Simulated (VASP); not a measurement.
# Si (Fd-3m) in VASP: a series of runs

Runs on Si. Level: r2SCAN. Tasks: single point, relaxation of cell and atoms.

All numbers are computed with VASP 6.6.1; they aren't measurements. Logs are shortened: lines on timing, memory, paths and dates and some standing lists are left out, and cuts for length are marked.

**1. The cell of the first run**

The structure is cubic, space group Fd-3m (No. 227). The conventional cell has a = 5.437 Å, b = 5.437 Å, c = 5.437 Å, α = 90.00°, β = 90.00°, γ = 90.00°. Within 3.1 Å of Si (site symmetry -43m) lie 4 Si at 2.35 Å.

**2. Single point, r2SCAN**

POSCAR reads:

```
Si
1.0
    0.0000000000      2.7185000000      2.7185000000
    2.7185000000      0.0000000000      2.7185000000
    2.7185000000      2.7185000000      0.0000000000
Si
2
Direct
    0.5000000000      0.5000000000      0.5000000000
    0.7500000000      0.7500000000      0.7500000000
```

INCAR.step1 reads:

```
ALGO = Normal
EDIFF = 1E-4
ENCUT = 520
GGA = PE
ISMEAR = 0
LASPH = True
LCHARG = False
LREAL = False
LWAVE = True
NBANDS = 11
NELM = 60
PREC = Accurate
SIGMA = 0.1
```

INCAR.step2 reads:

```
ALGO = Normal
EDIFF = 1E-6
ENCUT = 520
ISIF = 2
ISMEAR = 0
ISTART = 1
LASPH = True
LCHARG = False
LMIXTAU = True
LREAL = False
LWAVE = False
METAGGA = R2SCAN
NBANDS = 11
NELM = 60
PREC = Accurate
SIGMA = 0.1
```

KPOINTS reads:

```
k-points
0
Gamma
  6 6 6
```

Potentials or basis: VASP PAW PBE potentials, release 64 (Si).

On the command line:

```bash
> cat potpaw_PBE.64/Si/POTCAR > POTCAR
> cp INCAR.step1 INCAR
> mpirun -np 1 vasp_std > vasp.out
> cp INCAR.step2 INCAR
> mpirun -np 1 vasp_std > vasp.out
```

OUTCAR:

```text
EDIFF = 1E-6
   ENCUT = 520
   ISIF = 2
   ISMEAR = 0
   ISTART = 1
   LASPH = True
   LREAL = False
   METAGGA = R2SCAN
   NELM = 60
   PREC = Accurate

 ion  position               nearest neighbor table
   1  0.500  0.500  0.500-   2 2.35   2 2.35   2 2.35   2 2.35
   2  0.750  0.750  0.750-   1 2.35   1 2.35   1 2.35   1 2.35

  LATTYP: Found a face centered cubic cell.
 ALAT       =     5.4370000000

  Lattice vectors:

 A1 = (   0.0000000000,   2.7185000000,   2.7185000000)
 A2 = (   2.7185000000,   0.0000000000,   2.7185000000)
 A3 = (   2.7185000000,   2.7185000000,   0.0000000000)

Analysis of symmetry for initial positions (statically):
=====================================================================
 Subroutine PRICEL returns:
 Original cell was already a primitive cell.

 Routine SETGRP: Setting up the symmetry group for a
 face centered cubic supercell.

 Subroutine GETGRP returns: Found 48 space group operations
 (whereof 24 operations were pure point group operations)
 out of a pool of 48 trial point group operations.

The static configuration has the point symmetry T_d .
 The point group associated with its full space group is O_h .

Analysis of symmetry for dynamics (positions and initial velocities):
=====================================================================
 Subroutine PRICEL returns:
 Original cell was already a primitive cell.

 Routine SETGRP: Setting up the symmetry group for a
 face centered cubic supercell.

 Subroutine GETGRP returns: Found 48 space group operations
 (whereof 24 operations were pure point group operations)
 out of a pool of 48 trial point group operations.

The dynamic configuration has the point symmetry T_d .
 The point group associated with its full space group is O_h .

 Subroutine INISYM returns: Found 48 space group operations
 (whereof 24 operations are pure point group operations),
 and found     1 'primitive' translations

----------------------------------------------------------------------------------------

                                     Primitive cell

  volume of cell :      40.1807

  direct lattice vectors                    reciprocal lattice vectors
     0.000000000  2.718500000  2.718500000    -0.183924959  0.183924959  0.183924959
     2.718500000  0.000000000  2.718500000     0.183924959 -0.183924959  0.183924959
     2.718500000  2.718500000  0.000000000     0.183924959  0.183924959 -0.183924959

  length of vectors
     3.844539569  3.844539569  3.844539569     0.318567373  0.318567373  0.318567373

  position of ions in fractional coordinates (direct lattice)
     0.500000000  0.500000000  0.500000000
     0.750000000  0.750000000  0.750000000

  ion indices of the primitive-cell ions
   primitive index   ion index
                 1           1
                 2           2

----------------------------------------------------------------------------------------

 KPOINTS: k-points

Automatic generation of k-mesh.
 Grid dimensions read from file:
 generate k-points for:    6    6    6

 Generating k-lattice:

  Cartesian coordinates                     Fractional coordinates (reciprocal lattice)
    -0.030654160  0.030654160  0.030654160     0.166666667  0.000000000  0.000000000
     0.030654160 -0.030654160  0.030654160     0.000000000  0.166666667  0.000000000
     0.030654160  0.030654160 -0.030654160     0.000000000  0.000000000  0.166666667

  Length of vectors
     0.053094562  0.053094562  0.053094562

  Shift w.r.t. Gamma in fractional coordinates (k-lattice)
     0.000000000  0.000000000  0.000000000

 Subroutine IBZKPT returns following result:
 ===========================================

 Found     16 irreducible k-points:

 Following reciprocal coordinates:
            Coordinates               Weight
  0.000000  0.000000  0.000000      1.000000
  0.166667  0.000000  0.000000      8.000000
  0.333333  0.000000  0.000000      8.000000
  0.500000  0.000000  0.000000      4.000000
  0.166667  0.166667  0.000000      6.000000
  0.333333  0.166667  0.000000     24.000000
[... 8 lines left out ...]
 -0.333333  0.333333  0.166667     24.000000
 -0.333333  0.500000  0.166667     12.000000
   k-points           NKPTS =     16   k-points in BZ     NKDIM =     16   number of bands    NBANDS=     11
   number of dos      NEDOS =    301   number of ions     NIONS =      2
   total plane-waves  NPLWV =  27000
   dimension x,y,z NGX =    30 NGY =   30 NGZ =   30
   dimension x,y,z NGXF=    60 NGYF=   60 NGZF=   60
   ions per type =               2
   NGX,Y,Z   is equivalent  to a cutoff of  12.97, 12.97, 12.97 a.u.
   NGXF,Y,Z  is equivalent  to a cutoff of  25.95, 25.95, 25.95 a.u.
 SYSTEM =  unknown system
   PREC   = accura    normal or accurate (medium, high low for compatibility)
   ISTART =      1    job   : 0-new  1-cont  2-samecut
   ICHARG =      0    charge: 1-file 2-atom 10-const
   ISPIN  =      1    spin polarized calculation?
   LNONCOLLINEAR =      F non collinear calculations
   LSORBIT =      F    spin-orbit coupling
   LASPH  =      T    aspherical Exc in radial PAW
   ENCUT  =  520.0 eV  38.22 Ry    6.18 a.u.   7.15  7.15  7.15*2*pi/ulx,y,z
   NELM   =     60;   NELMIN=  2; NELMDL=  0     # of ELM steps
   EDIFF  = 0.1E-05   stopping-criterion for ELM
   LREAL  =      F    real-space projection
   EDIFFG = 0.1E-04   stopping-criterion for IOM
   NSW    =      0    number of steps for IOM
   IBRION =     -1    ionic relax: 0-MD 1-quasi-New 2-CG
   NFREE  =      0    steps in history (QN), initial steepest desc. (CG)
   ISIF   =      2    stress and relaxation
   ISYM   =      2    0-nonsym 1-usesym 2-fastsym
   POTIM  = 0.5000    time-step for ionic-motion
   TEBEG  =    0.0;   TEEND  =   0.0 temperature during run
   PSTRESS=    0.0 pullay stress
   NELECT =       8.0000    total number of electrons
   NUPDOWN=      -1.0000    fix difference up-down
   EMIN   =  10.00;   EMAX   =-10.00  energy-range for DOS
   EFERMI =   0.00;   METHOD = LEGACY
   ISMEAR =     0;   SIGMA  =   0.10  broadening in eV -4-tet -1-fermi 0-gaus
   EFERMI_NEDOS =   21; number of points for ismear=-14 and -15
   IALGO  =     38    algorithm
   IMIX   =      4    mixing-type and parameters
     AMIX     =   0.40;   BMIX     =  1.00
     AMIX_MAG =   1.60;   BMIX_MAG =  1.00
  volume/ion in A,a.u.               =      20.09       135.58
  Fermi-wavevector in a.u.,A,eV,Ry     =   0.955943  1.806471 12.433381  0.913828
  Thomas-Fermi vector in A             =   2.084827
   LORBIT       =      0    0 simple, 1 ext, 2 COOP (PROOUT), +10 PAW based schemes
   METAGGA = R2SCAN    functional components
   LHFCALC =     F    Hartree Fock is set to
   AEXX    =    0.0000 exact exchange contribution
   IVDW    =     0    specifies the selected vdW correction
   LEPSILON=     F    determine dielectric tensor
   LRPA    =     F    only Hartree local field effects (RPA)
 non-spin polarized calculation
 Gauss-broadening in eV      SIGMA  =   0.10
  energy-cutoff  :      520.00
  volume of cell :       40.18
 maximum number of plane-waves:      1106
 NGX is ok and might be reduce to    30
   NGX = 15   NGY = 15   NGZ = 15

 number of electron       8.0000001 magnetization

 Free energy of the ion-electron system (eV)
  ---------------------------------------------------
  ext. energy  EPLUGINS =         0.00000000
  ---------------------------------------------------
  free energy    TOTEN  =       -17.52894584 eV

  energy without entropy =      -17.52894584  energy(sigma->0) =      -17.52894584

 E-fermi :   6.1357     XC(G=0):  -9.8374

 val. band max:        5.7088673607   @ k =   0.0000   0.0000   0.0000
 cond. band min:       6.6333046200   @ k =   0.5000   0.5000   0.0000
 fundamental gap:      0.9244372593
 Fermi energy:         6.1356545019

 k-point     1 :       0.0000    0.0000    0.0000
  band No.  band energies     occupation
      1      -6.7927      2.00000
      2       5.7089      2.00000
      3       5.7089      2.00000
      4       5.7089      2.00000
      5       8.4642      0.00000
      6       8.4642      0.00000
      7       8.4642      0.00000
      8       9.6565      0.00000
      9      13.8302      0.00000
     10      13.8302      0.00000
     11      14.3905      0.00000

 k-point     2 :       0.1667    0.0000    0.0000
  band No.  band energies     occupation
      1      -6.4136      2.00000
      2       3.2604      2.00000
      3       5.2340      2.00000
      4       5.2340      2.00000
      5       8.3707      0.00000
      6       9.1489      0.00000
      7       9.1489      0.00000
      8      11.7209      0.00000
      9      13.2018      0.00000
     10      13.2018      0.00000
     11      15.5198      0.00000

 k-point     3 :       0.3333    0.0000    0.0000
  band No.  band energies     occupation
      1      -5.3483      2.00000
      2       0.1703      2.00000
      3       4.6502      2.00000
      4       4.6502      2.00000
      5       7.8046      0.00000
      6       9.4684      0.00000
      7       9.4684      0.00000
      8      14.1736      0.00000
      9      14.1736      0.00000
     10      14.1882      0.00000
     11      15.5584      0.00000
[... 155 lines left out ...]
 k-point    15 :      -0.3333    0.3333    0.1667
  band No.  band energies     occupation
      1      -3.3560      2.00000
      2      -1.4131      2.00000
      3       1.5417      2.00000
      4       2.8245      2.00000
      5       9.3535      0.00000
      6       9.5974      0.00000
      7      12.2425      0.00000
      8      12.7117      0.00000
      9      13.7804      0.00000
     10      17.5152      0.00000
     11      18.4404      0.00000

 k-point    16 :      -0.3333    0.5000    0.1667
  band No.  band energies     occupation
      1      -2.3127      2.00000
      2      -2.3127      2.00000
      3       1.9096      2.00000
      4       1.9096      2.00000
      5       8.7364      0.00000
      6       8.7364      0.00000
      7      12.9572      0.00000
      8      12.9572      0.00000
      9      16.9712      0.00000
     10      16.9712      0.00000
     11      19.4819      0.00000

------------------------ aborting loop because EDIFF is reached ----------------------------------------

  FORCE on cell =-STRESS in cart. coord.  units (eV):
  Direction    XX          YY          ZZ          XY          YZ          ZX
  --------------------------------------------------------------------------------------
  -------------------------------------------------------------------------------------
  Total        0.0548170      0.0548170      0.0548170     -0.0000000     -0.0000000      0.0000000
  in kB        2.1857859      2.1857859      2.1857859     -0.0000000     -0.0000000      0.0000000
  external PRESSURE =       2.1857859 kB  Pullay stress =       0.0000000 kB

 VOLUME and BASIS-vectors are now :
 -----------------------------------------------------------------------------
  energy-cutoff  :      520.00
  volume of cell :       40.18
      direct lattice vectors                 reciprocal lattice vectors
     0.000000000  2.718500000  2.718500000    -0.183924959  0.183924959  0.183924959
     2.718500000  0.000000000  2.718500000     0.183924959 -0.183924959  0.183924959
     2.718500000  2.718500000  0.000000000     0.183924959  0.183924959 -0.183924959

 POSITION                                       TOTAL-FORCE (eV/Angst)
 -----------------------------------------------------------------------------------
      2.71850      2.71850      2.71850        -0.000000     -0.000000     -0.000000
      4.07775      4.07775      4.07775         0.000000      0.000000      0.000000
 -----------------------------------------------------------------------------------
    total drift:                                0.000000     -0.000000     -0.000000

  FREE ENERGIE OF THE ION-ELECTRON SYSTEM (eV)
  ---------------------------------------------------
  free  energy   TOTEN  =       -17.5289458399 eV

  energy  without entropy=      -17.5289458398  energy(sigma->0) =      -17.52894584
```

It took 58 s on 1 thread of AMD EPYC 7R13, shared host; peak memory 0.13 GiB.

Results:

| Property | Result |
| --- | --- |
| Free energy | -17.5289 eV |
| Pressure | 0.2 GPa |
| Band gap on the k mesh | 0.92 eV (least direct gap 2.76 eV) |

Caveat: the PAW data sets were made with another functional, which shifts forces and pressure a little.

**3. Single point, r2SCAN**

This run uses another cell than the first one, of 20.17 Å³/atom.

POSCAR reads:

```
Si
1.0
    0.0000000000      2.7220493306      2.7220493306
    2.7220493306      0.0000000000      2.7220493306
    2.7220493306      2.7220493306      0.0000000000
Si
2
Direct
    0.5000000000      0.5000000000      0.5000000000
    0.7500000000      0.7500000000      0.7500000000
```

INCAR.step1 reads:

```
PREC = Accurate
ENCUT = 520
ISMEAR = 0
SIGMA = 0.02
LREAL = F
LASPH = T
NELM = 100
NBANDS = 11
GGA = PE
ALGO = Normal
EDIFF = 1E-4
LWAVE = T
LCHARG = F
```

INCAR.step2 reads:

```
PREC = Accurate
ENCUT = 520
EDIFF = 1E-6
ISMEAR = 0
SIGMA = 0.02
LREAL = F
LASPH = T
NELM = 100
ALGO = Normal
ISIF = 2
LWAVE = F
LCHARG = F
METAGGA = R2SCAN
LMIXTAU = T
NBANDS = 11
ISTART = 1
```

KPOINTS reads:

```
regular mesh
0
Gamma
  8 8 8
```

Potentials or basis: VASP PAW PBE potentials, release 64 (Si).

On the command line:

```bash
> cat potpaw_PBE.64/Si/POTCAR > POTCAR
> cp INCAR.step1 INCAR
> mpirun -np 1 vasp_std > vasp.out
> cp INCAR.step2 INCAR
> mpirun -np 1 vasp_std > vasp.out
```

It took 84 s on 1 thread of AMD EPYC 7R13, shared host; peak memory 0.13 GiB.

It converged, with:

| Quantity | Value |
| --- | --- |
| Free energy | -17.5471 eV |
| Pressure | -0.2 GPa |
| Band gap on the k mesh | 0.83 eV (least direct gap 2.75 eV) |

Levels at points of the mesh, in eV from the valence-band top:
```csv
k point,band 1,band 2,band 3,band 4,band 5,band 6,band 7,band 8,band 9
"(0.00, 0.00, 0.00)",-12.47,0.00,0.00,0.00,2.75,2.75,2.75,3.90,8.12
"(0.50, 0.00, 0.00)",-10.04,-7.23,-1.27,-1.27,1.86,3.59,3.59,8.33,11.14
"(0.50, 0.50, 0.00)",-8.13,-8.13,-2.99,-2.99,0.93,0.93,10.82,10.82,11.60
```

Caveat: the PAW data sets were made with another functional, which shifts forces and pressure a little. A k mesh can miss the band edges.

**4. Relaxation of cell and atoms, r2SCAN**

POSCAR reads:

```
Si
1.0
    0.0000000000      2.7185000000      2.7185000000
    2.7185000000      0.0000000000      2.7185000000
    2.7185000000      2.7185000000      0.0000000000
Si
2
Direct
    0.5000000000      0.5000000000      0.5000000000
    0.7500000000      0.7500000000      0.7500000000
```

INCAR.step1 reads:

```
ALGO = Normal ; EDIFF = 1E-4
ENCUT = 600 ; GGA = PE
ISMEAR = 0 ; LASPH = True
LCHARG = False ; LREAL = False
LWAVE = True ; NELM = 80
PREC = Accurate ; SIGMA = 0.02
```

INCAR.step2 reads:

```
ALGO = Normal ; EDIFF = 1E-7
EDIFFG = -0.002 ; ENCUT = 600
IBRION = 2 ; ISIF = 3
ISMEAR = 0 ; ISTART = 1
LASPH = True ; LCHARG = False
LMIXTAU = True ; LREAL = False
LWAVE = False ; METAGGA = R2SCAN
NELM = 80 ; NSW = 100
PREC = Accurate ; SIGMA = 0.02
```

KPOINTS reads:

```
k-points
0
Gamma
  8 8 8
```

On the command line:

```bash
> cat potpaw_PBE.64/Si/POTCAR > POTCAR
> cp INCAR.step1 INCAR
> mpirun -np 1 vasp_std > vasp.out
> cp INCAR.step2 INCAR
> mpirun -np 1 vasp_std > vasp.out
```

Wall time 3.4 min (1 thread of AMD EPYC 7R13, shared host); peak memory 0.15 GiB.

It converged, with:

```yaml
Free_energy: -17.5469 eV
Relaxed_volume: 20.12 Å³/atom
Relaxed_cell: a = 3.847 Å, b = 3.847 Å, c = 3.847 Å, α = 60.00°, β = 60.00°, γ = 60.00°
Space_group_after_relaxing_to_0.1_Å: Fd-3m (No. 227)
Energy_gained_by_relaxing: 0.0 meV/atom
Ionic_steps: 3
Pressure_after_relaxing: 0.0 GPa
Band_gap_on_the_k_mesh: 0.82 eV (least direct gap 2.76 eV)
```

Final structure:
```yaml
crystal:
  lattice:
    - [0.00000, 2.71992, 2.71992]
    - [2.71992, 0.00000, 2.71992]
    - [2.71992, 2.71992, 0.00000]
  atoms:
    - { symbol: Si, position: [0.50000, 0.50000, 0.50000] }
    - { symbol: Si, position: [0.75000, 0.75000, 0.75000] }
```

Levels at points of the mesh, in eV from the valence-band top:
```csv
k point,band 1,band 2,band 3,band 4,band 5,band 6,band 7,band 8
"(0.00, 0.00, 0.00)",-12.49,0.00,0.00,0.00,2.76,2.76,2.76,3.93
"(0.50, 0.00, 0.00)",-10.05,-7.24,-1.27,-1.27,1.87,3.59,3.59,8.33
"(0.50, 0.50, 0.00)",-8.14,-8.14,-3.00,-3.00,0.93,0.93,10.84,10.84
```

Caveat: the PAW data sets were made with another functional, which shifts forces and pressure a little. r2SCAN opens gaps a little over a GGA but as a rule still falls short of measured ones.

**5. The runs side by side**

| task | cell | k mesh | cutoff (eV) | smearing | gap on the mesh (eV) | pressure (GPa) |
| --- | --- | --- | --- | --- | --- | --- |
| single point | a = 3.845 Å, angles 60.0°, 2 atoms | 6 × 6 × 6 | 520 | gaussian 0.1 eV | 0.92 | 0.2 |
| single point | a = 3.850 Å, angles 60.0°, 2 atoms | 8 × 8 × 8 | 520 | gaussian 0.02 eV | 0.83 | -0.2 |
| relaxation of cell and atoms | relaxed from a = 3.845 Å, angles 60.0°, 2 atoms | 8 × 8 × 8 | 600 | gaussian 0.02 eV | 0.82 | 0.0 |

Alike in all rows: level r2SCAN; potentials or basis VASP PAW PBE potentials, release 64 (Si); no spin polarisation.

Caveats: the PAW data sets were made with another functional, which shifts forces and pressure a little.

Total energies depend on the potentials used, so only differences within one code and one set of settings carry meaning.
